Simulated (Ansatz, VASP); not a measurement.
## SiO2: VASP beside Ansatz

Contents of INCAR:

```
  PREC = Accurate
  ENCUT = 520
  EDIFF = 1E-6
  ISMEAR = 0
  SIGMA = 0.01
  LREAL = False
  LASPH = True
  NELM = 80
  ALGO = Normal
  ISIF = 2
  LWAVE = False
  LCHARG = False
  GGA = PS
  NBANDS = 25
```

KPOINTS

```
regular mesh
0
Gamma
  6 6 6
```

File POSCAR:

```
SiO2
1.0
   -2.3540990568      2.3540990568      3.7125363276
    2.3540990568     -2.3540990568      3.7125363276
    2.3540990568      2.3540990568     -3.7125363276
Si O
2 4
Direct
    0.0000000000      0.0000000000      0.0000000000
    0.7500000000      0.2500000000      0.5000000000
    0.9983800000      0.6250000000      0.8733800000
    0.3750000000      0.2483800000      0.3733800000
    0.7516200000      0.1250000000      0.1266200000
    0.8750000000      0.0016200000      0.6266200000
```

Input for Ansatz:

```yaml
crystal:
  lattice:
    - [-2.3540990567541464, 2.3540990567541464, 3.7125363275784107]
    - [2.3540990567541464, -2.3540990567541464, 3.7125363275784107]
    - [2.3540990567541464, 2.3540990567541464, -3.7125363275784107]
  atoms:
    - { symbol: Si, position: [0.0, 0.0, 0.0] }
    - { symbol: Si, position: [0.75, 0.25, 0.5] }
    - { symbol: O, position: [0.99838, 0.625, 0.87338] }
    - { symbol: O, position: [0.375, 0.24838, 0.37338] }
    - { symbol: O, position: [0.75162, 0.125, 0.12662] }
    - { symbol: O, position: [0.875, 0.00162, 0.62662] }
basis:
  ecutwfc: 420.0
kpoints:
  mp_grid:
    grid: [6, 6, 6]
hamiltonian:
  xc: pbesol
scf:
  occupations:
    method: fixed
output:
  stress: true
```

Alike in both runs: task single point; functional PBEsol; k mesh 6 × 6 × 6; no spin polarisation.

```csv
,VASP,Ansatz
version,VASP 6.6.1,Ansatz 0.2.0
potentials or method,"VASP PAW PBE potentials, release 64 (Si, O), cutoff 520 eV","plane waves, PAW"
occupations,"gaussian, width 0.01 eV",fixed
valence electrons in the cell,32,32
```

```tsv
	VASP	Ansatz	Ansatz less VASP
pressure (GPa)	6.3	5.6	-0.64
traceless stress, the component that is largest in VASP (GPa)	-1.20	-1.27	-0.075
```

VASP's potentials were made for PBE, not for PBEsol.
